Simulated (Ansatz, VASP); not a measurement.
# KZnF3 in VASP and in Ansatz

```
CELL_PARAMETERS angstrom
4.05000 0.00000 0.00000
0.00000 4.05000 -0.02025
0.00000 -0.02025 4.05000
ATOMIC_POSITIONS crystal
K 0.00000 0.00000 0.00000
Zn 0.50000 0.50000 0.50000
F 0.50000 0.50000 0.00000
F 0.00000 0.50000 0.50000
F 0.50000 0.00000 0.50000
```

Change from the starting cell: strain -0.0100 x Voigt [0, 0, 0, 1, 0, 0], atoms carried along.

Alike in both runs: task single point; functional LDA; k mesh 6 × 6 × 6; occupations gaussian, width 0.05 eV; no spin polarisation.

```csv
,VASP,Ansatz
version,VASP 6.6.1,Ansatz 0.2.0
potentials or method,"VASP PAW LDA potentials, release 64 (K_sv, Zn, F), cutoff 520 eV","scalar-relativistic, plane waves, PAW"
valence electrons in the cell,42,42
```

|  | VASP | Ansatz | Ansatz less VASP |
| --- | --- | --- | --- |
| gap on the k mesh at the Fermi level (eV) | 3.59 | 3.63 | +0.039 |
| least direct gap on the mesh (eV) | 5.38 | 5.40 | +0.024 |
| pressure (GPa) | -4.4 | -4.8 | -0.44 |
| traceless stress, the component that is largest in VASP (GPa) | 0.33 | 0.33 | +0.003 |

LDA's correlation is that of Perdew and Zunger in VASP and of Perdew and Wang (1992) in Ansatz.
